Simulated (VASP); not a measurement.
# ZnGeO2 (P-4m2) in VASP: further runs

ZnGeO2 is run at these levels: PBE; tasks: single point, relaxation of cell and atoms.

All numbers are computed with VASP 6.6.1; they aren't measurements. Logs are shortened: lines on timing, memory, paths and dates and some standing lists are left out, and cuts for length are marked.

**1. The cell of the first run**

It takes space group P-4m2 (No. 115, tetragonal). Conventional cell: a = 3.427 Å, b = 3.427 Å, c = 4.836 Å, α = 90.00°, β = 90.00°, γ = 90.00°. Within 2.8 Å of Zn (site symmetry -4m2) lie 4 O at 2.09 Å. Within 2.8 Å of Ge (site symmetry -4m2) lie 4 O at 2.11 Å. O (site symmetry 2mm) has 2 Zn at 2.09 Å and 2 Ge at 2.11 Å within 2.8 Å.

The cell was built from a structure type or drawn by symmetry, and may not be a known phase.

**2. Single point, PBE**

File INCAR:

```
  PREC = Accurate
  ENCUT = 520
  EDIFF = 1E-6
  ISMEAR = 0
  SIGMA = 0.1
  LREAL = False
  LASPH = True
  NELM = 80
  ALGO = Normal
  ISIF = 2
  LWAVE = False
  LCHARG = True
  GGA = PE
  LELF = True
  LVHAR = True
  NBANDS = 27
```

File KPOINTS:

```
regular mesh
0
Gamma
  6 6 4
```

File POSCAR:

```
ZnGeO2
1.0
    3.4268845400      0.0000000000      0.0000000000
    0.0000000000      3.4268845400      0.0000000000
    0.0000000000      0.0000000000      4.8363706900
Zn Ge O
1 1 2
Direct
    0.5000000000      0.5000000000      0.5000000000
    0.0000000000      0.0000000000      0.0000000000
    0.0000000000      0.5000000000      0.2530086300
    0.5000000000      0.0000000000      0.7469913700
```

Potentials or basis: VASP PAW PBE potentials, release 64 (Zn, Ge_d, O).

Launch:

```
$ cat potpaw_PBE.64/Zn/POTCAR potpaw_PBE.64/Ge_d/POTCAR potpaw_PBE.64/O/POTCAR > POTCAR
$ mpirun -np 1 vasp_std > vasp.out
```

OUTCAR:

```text
PREC = Accurate
   ENCUT = 520
   EDIFF = 1E-6
   ISMEAR = 0
   LREAL = False
   LASPH = True
   NELM = 80
   ISIF = 2
   GGA = PE

 ion  position               nearest neighbor table
   1  0.500  0.500  0.500-   3 2.09   4 2.09   4 2.09   3 2.09
   2  0.000  0.000  0.000-   3 2.11   4 2.11   3 2.11   4 2.11
   3  0.000  0.500  0.253-   1 2.09   1 2.09   2 2.11   2 2.11
   4  0.500  0.000  0.747-   1 2.09   1 2.09   2 2.11   2 2.11

  LATTYP: Found a simple tetragonal cell.
 ALAT       =     3.4268845400
 C/A-ratio  =     1.4113024917

  Lattice vectors:

 A1 = (   3.4268845400,   0.0000000000,   0.0000000000)
 A2 = (   0.0000000000,   3.4268845400,   0.0000000000)
 A3 = (   0.0000000000,   0.0000000000,   4.8363706900)

Analysis of symmetry for initial positions (statically):
=====================================================================
 Subroutine PRICEL returns:
 Original cell was already a primitive cell.

 Routine SETGRP: Setting up the symmetry group for a
 simple tetragonal supercell.

 Subroutine GETGRP returns: Found  8 space group operations
 (whereof  8 operations were pure point group operations)
 out of a pool of 16 trial point group operations.

The static configuration has the point symmetry D_2d.

Analysis of symmetry for dynamics (positions and initial velocities):
=====================================================================
 Subroutine PRICEL returns:
 Original cell was already a primitive cell.

 Routine SETGRP: Setting up the symmetry group for a
 simple tetragonal supercell.

 Subroutine GETGRP returns: Found  8 space group operations
 (whereof  8 operations were pure point group operations)
 out of a pool of 16 trial point group operations.

The dynamic configuration has the point symmetry D_2d.

 Subroutine INISYM returns: Found  8 space group operations
 (whereof  8 operations are pure point group operations),
 and found     1 'primitive' translations

----------------------------------------------------------------------------------------

                                     Primitive cell

  volume of cell :      56.7961

  direct lattice vectors                    reciprocal lattice vectors
     3.426884540  0.000000000  0.000000000     0.291810240  0.000000000  0.000000000
     0.000000000  3.426884540  0.000000000     0.000000000  0.291810240  0.000000000
     0.000000000  0.000000000  4.836370690     0.000000000  0.000000000  0.206766616

  length of vectors
     3.426884540  3.426884540  4.836370690     0.291810240  0.291810240  0.206766616

  position of ions in fractional coordinates (direct lattice)
     0.500000000  0.500000000  0.500000000
     0.000000000  0.000000000  0.000000000
     0.000000000  0.500000000  0.253008630
     0.500000000  0.000000000  0.746991370

  ion indices of the primitive-cell ions
   primitive index   ion index
                 1           1
                 2           2
                 3           3
                 4           4

----------------------------------------------------------------------------------------

 KPOINTS: regular mesh

Automatic generation of k-mesh.
 Grid dimensions read from file:
 generate k-points for:    6    6    4

 Generating k-lattice:

  Cartesian coordinates                     Fractional coordinates (reciprocal lattice)
     0.048635040  0.000000000  0.000000000     0.166666667  0.000000000  0.000000000
     0.000000000  0.048635040  0.000000000     0.000000000  0.166666667  0.000000000
     0.000000000  0.000000000  0.051691654     0.000000000  0.000000000  0.250000000

  Length of vectors
     0.048635040  0.048635040  0.051691654

  Shift w.r.t. Gamma in fractional coordinates (k-lattice)
     0.000000000  0.000000000  0.000000000

 Subroutine IBZKPT returns following result:
 ===========================================

 Found     30 irreducible k-points:

 Following reciprocal coordinates:
            Coordinates               Weight
  0.000000  0.000000  0.000000      1.000000
  0.166667  0.000000  0.000000      4.000000
  0.333333  0.000000  0.000000      4.000000
  0.500000  0.000000  0.000000      2.000000
  0.166667  0.166667  0.000000      4.000000
  0.333333  0.166667  0.000000      8.000000
[... 16 lines left out ...]
  0.333333  0.000000  0.500000      4.000000
  0.500000  0.000000  0.500000      2.000000
 [... further k-points ...]
   k-points           NKPTS =     30   k-points in BZ     NKDIM =     30   number of bands    NBANDS=     27
   number of dos      NEDOS =    301   number of ions     NIONS =      4
   total plane-waves  NPLWV =  28224
   dimension x,y,z NGX =    28 NGY =   28 NGZ =   36
   dimension x,y,z NGXF=    56 NGYF=   56 NGZF=   72
   ions per type =               1   1   2
   NGX,Y,Z   is equivalent  to a cutoff of  13.58, 13.58, 12.37 a.u.
   NGXF,Y,Z  is equivalent  to a cutoff of  27.17, 27.17, 24.75 a.u.
 SYSTEM =  unknown system
   PREC   = accura    normal or accurate (medium, high low for compatibility)
   ISTART =      0    job   : 0-new  1-cont  2-samecut
   ICHARG =      2    charge: 1-file 2-atom 10-const
   ISPIN  =      1    spin polarized calculation?
   LNONCOLLINEAR =      F non collinear calculations
   LSORBIT =      F    spin-orbit coupling
   LASPH  =      T    aspherical Exc in radial PAW
   ENCUT  =  520.0 eV  38.22 Ry    6.18 a.u.   6.37  6.37  8.99*2*pi/ulx,y,z
   NELM   =     80;   NELMIN=  2; NELMDL= -5     # of ELM steps
   EDIFF  = 0.1E-05   stopping-criterion for ELM
   LREAL  =      F    real-space projection
   EDIFFG = 0.1E-04   stopping-criterion for IOM
   NSW    =      0    number of steps for IOM
   IBRION =     -1    ionic relax: 0-MD 1-quasi-New 2-CG
   NFREE  =      0    steps in history (QN), initial steepest desc. (CG)
   ISIF   =      2    stress and relaxation
   ISYM   =      2    0-nonsym 1-usesym 2-fastsym
   POTIM  = 0.5000    time-step for ionic-motion
   TEBEG  =    0.0;   TEEND  =   0.0 temperature during run
   PSTRESS=    0.0 pullay stress
   NELECT =      38.0000    total number of electrons
   NUPDOWN=      -1.0000    fix difference up-down
   EMIN   =  10.00;   EMAX   =-10.00  energy-range for DOS
   EFERMI =   0.00;   METHOD = LEGACY
   ISMEAR =     0;   SIGMA  =   0.10  broadening in eV -4-tet -1-fermi 0-gaus
   EFERMI_NEDOS =   21; number of points for ismear=-14 and -15
   IALGO  =     38    algorithm
   IMIX   =      4    mixing-type and parameters
     AMIX     =   0.40;   BMIX     =  1.00
     AMIX_MAG =   1.60;   BMIX_MAG =  1.00
  volume/ion in A,a.u.               =      14.20        95.82
  Fermi-wavevector in a.u.,A,eV,Ry     =   1.431847  2.705798 27.894460  2.050185
  Thomas-Fermi vector in A             =   2.551539
   LORBIT       =      0    0 simple, 1 ext, 2 COOP (PROOUT), +10 PAW based schemes
   GGA     = PE    functional components
   LHFCALC =     F    Hartree Fock is set to
   AEXX    =    0.0000 exact exchange contribution
   IVDW    =     0    specifies the selected vdW correction
   LEPSILON=     F    determine dielectric tensor
   LRPA    =     F    only Hartree local field effects (RPA)
 non-spin polarized calculation
 Gauss-broadening in eV      SIGMA  =   0.10
  energy-cutoff  :      520.00
  volume of cell :       56.80
 maximum number of plane-waves:      1556
 NGX is ok and might be reduce to    28
   NGX = 13   NGY = 13   NGZ = 17

 number of electron      37.9999999 magnetization

 Free energy of the ion-electron system (eV)
  ---------------------------------------------------
  ext. energy  EPLUGINS =         0.00000000
  ---------------------------------------------------
  free energy    TOTEN  =       -19.33236040 eV

  energy without entropy =      -19.32795228  energy(sigma->0) =      -19.33015634

 E-fermi :   4.4522     XC(G=0): -10.3758

 val. band max:        4.4301027843   @ k =   0.0000   0.0000   0.2500
 cond. band min:       4.5364129286   @ k =   0.5000   0.5000   0.0000
 fundamental gap:      0.1063101442
 Fermi energy:         4.4522235752

 k-point     1 :       0.0000    0.0000    0.0000
  band No.  band energies     occupation
      1     -21.0966      2.00000
      2     -21.0193      2.00000
      3     -21.0193      2.00000
      4     -21.0126      2.00000
      5     -21.0086      2.00000
      6     -15.8334      2.00000
[... 19 lines left out ...]
     26      14.1513      0.00000
     27      14.1513      0.00000

 k-point     2 :       0.1667    0.0000    0.0000
  band No.  band energies     occupation
      1     -21.0894      2.00000
      2     -21.0281      2.00000
      3     -21.0191      2.00000
      4     -21.0145      2.00000
      5     -21.0063      2.00000
      6     -15.7205      2.00000
[... 19 lines left out ...]
     26      13.3709      0.00000
     27      14.1451      0.00000

 k-point     3 :       0.3333    0.0000    0.0000
  band No.  band energies     occupation
      1     -21.0748      2.00000
      2     -21.0463      2.00000
      3     -21.0188      2.00000
      4     -21.0182      2.00000
      5     -21.0008      2.00000
      6     -15.4426      2.00000
[... 19 lines left out ...]
     26      14.0642      0.00000
     27      14.3355      0.00000

 k-point     4 :       0.5000    0.0000    0.0000
  band No.  band energies     occupation
      1     -21.0634      2.00000
      2     -21.0601      2.00000
      3     -21.0206      2.00000
      4     -21.0181      2.00000
      5     -20.9976      2.00000
      6     -15.2087      2.00000
[... 19 lines left out ...]
     26      13.9237      0.00000
     27      15.9369      0.00000
[... 516 lines left out ...]
      4     -21.0145      2.00000
      5     -21.0056      2.00000
      6     -15.4604      2.00000
[... 19 lines left out ...]
     26      13.6877      0.00000
     27      14.2259      0.00000

 k-point    23 :       0.3333    0.0000    0.5000
  band No.  band energies     occupation
      1     -21.0754      2.00000
      2     -21.0469      2.00000
      3     -21.0189      2.00000
      4     -21.0183      2.00000
      5     -21.0002      2.00000
      6     -15.2884      2.00000
[... 19 lines left out ...]
     26      13.2743      0.00000
     27      15.9561      0.00000

 k-point    24 :       0.5000    0.0000    0.5000
  band No.  band energies     occupation
      1     -21.0646      2.00000
      2     -21.0601      2.00000
      3     -21.0206      2.00000
      4     -21.0183      2.00000
      5     -20.9970      2.00000
      6     -15.1955      2.00000
[... 19 lines left out ...]
     26      13.0568      0.00000
     27      15.4413      0.00000

 [... further k-points ...]
[... 5 lines left out ...]
  --------------------------------------------------------------------------------------
  -------------------------------------------------------------------------------------
  Total        0.9914396      0.9914396      0.4552451      0.0000000     -0.0000000      0.0000000
  in kB       27.9678014     27.9678014     12.8421394      0.0000000     -0.0000000      0.0000000
  external PRESSURE =      22.9259141 kB  Pullay stress =       0.0000000 kB

 VOLUME and BASIS-vectors are now :
 -----------------------------------------------------------------------------
  energy-cutoff  :      520.00
  volume of cell :       56.80
      direct lattice vectors                 reciprocal lattice vectors
     3.426884540  0.000000000  0.000000000     0.291810240  0.000000000  0.000000000
     0.000000000  3.426884540  0.000000000     0.000000000  0.291810240  0.000000000
     0.000000000  0.000000000  4.836370690     0.000000000  0.000000000  0.206766616

 POSITION                                       TOTAL-FORCE (eV/Angst)
 -----------------------------------------------------------------------------------
      1.71344      1.71344      2.41819        -0.000000     -0.000000      0.000000
      0.00000      0.00000      0.00000        -0.000000      0.000000      0.000000
      0.00000      1.71344      1.22364        -0.000000      0.000000      1.054254
      1.71344      0.00000      3.61273         0.000000      0.000000     -1.054254
 -----------------------------------------------------------------------------------
    total drift:                                0.000000      0.000000      0.000000

  FREE ENERGIE OF THE ION-ELECTRON SYSTEM (eV)
  ---------------------------------------------------
  free  energy   TOTEN  =       -19.3323603995 eV

  energy  without entropy=      -19.3279522810  energy(sigma->0) =      -19.33015634
```

Run time: 32 s. Hardware: 1 thread of Intel Xeon Platinum 8488C (Sapphire Rapids), shared host; peak memory 0.2 GiB.

What came out:

| Item | Value |
| --- | --- |
| Free energy | -19.3324 eV |
| Pressure | 2.3 GPa |
| Largest force | 1.054 eV/Å |
| Band gap on the k mesh | zero (bands 19 and 20 overlap by 0.99 eV) |

Forces on the atoms (eV/Å):
```
Zn   0.000  0.000  0.000
Ge   0.000  0.000  0.000
O    0.000  0.000  1.054
O    0.000  0.000 -1.054
```

Caveat: forces of over 1 eV/Å act on the atoms, so gaps and moduli don't describe the material at rest.

**3. Single point, PBE**

This run uses another cell than the first one, of 14.41 Å³/atom.

File INCAR:

```
SYSTEM = ZnGeO2
ALGO     = Normal         ! electronic algorithm
EDIFF    = 1E-6           ! SCF threshold, eV
ENCUT    = 520            ! plane-wave cutoff, eV
GGA      = PE             ! functional
ISIF     = 2              ! what is computed and relaxed
ISMEAR   = 0              ! smearing method
LASPH    = .True.         ! aspherical terms in the spheres
LCHARG   = .True.         ! write CHGCAR
LELF     = .True.         ! ELF
LREAL    = .False.        ! projectors in reciprocal space
LVHAR    = .True.       
LWAVE    = .False.        ! write WAVECAR
NBANDS   = 27             ! bands
NELM     = 60             ! most SCF steps
PREC     = Accurate       ! precision mode
SIGMA    = 0.1            ! smearing width, eV
```

File KPOINTS:

```
k-points
0
Gamma
  6 6 4
  0 0 0
```

File POSCAR:

```
ZnGeO2
1.0
    3.4470524220      0.0000000000      0.0000000000
    0.0000000000      3.4470524220      0.0000000000
    0.0000000000      0.0000000000      4.8501951191
Zn Ge O
1 1 2
Direct
    0.5000000000      0.5000000000      0.5000000000
    0.0000000000      0.0000000000      0.0000000000
    0.0000000000      0.5000000000      0.2815091444
    0.5000000000      0.0000000000      0.7184908556
```

Potentials or basis: VASP PAW PBE potentials, release 64 (Zn, Ge_d, O).

Launch:

```
$ cat potpaw_PBE.64/Zn/POTCAR potpaw_PBE.64/Ge_d/POTCAR potpaw_PBE.64/O/POTCAR > POTCAR
$ mpirun -np 1 vasp_std > vasp.out
```

Run time: 42 s. Hardware: 1 thread of Intel Xeon Platinum 8488C (Sapphire Rapids), shared host; peak memory 0.2 GiB.

Results (log left out):

```
Free energy            : -19.5077 eV
Pressure               : 0.4 GPa
Largest force          : 0.030 eV/Å
Band gap on the k mesh : zero (bands 19 and 20 overlap by 0.12 eV)
```

Forces on the atoms (eV/Å):
```
Zn   0.000  0.000  0.000
Ge   0.000  0.000  0.000
O    0.000  0.000 -0.030
O    0.000  0.000  0.030
```

Stress tensor (GPa, compression positive):
```
0.37 0.00 0.00
0.00 0.37 0.00
0.00 0.00 0.61
```

Levels at points of the mesh, in eV from the Fermi level:
```tsv
k point	band 16	band 17	band 18	band 19	band 20	band 21	band 22	band 23
(0.00, 0.00, 0.00)	-3.60	-2.81	-2.69	-2.69	0.90	3.09	4.87	4.87
(0.50, 0.00, 0.00)	-4.29	-3.70	-3.13	-0.72	1.66	3.48	4.68	5.10
(0.50, 0.50, 0.00)	-4.70	-4.70	-3.89	-0.34	0.57	0.57	6.18	6.25
(0.00, 0.00, 0.50)	-4.20	-3.19	-3.19	-0.81	-0.06	4.67	4.90	4.90
(0.50, 0.00, 0.50)	-3.71	-3.09	-3.07	-1.93	1.13	3.60	4.11	4.85
(0.50, 0.50, 0.50)	-5.23	-4.77	-4.38	0.05	2.17	2.17	6.19	6.25
```

[end of part 1 of 2]
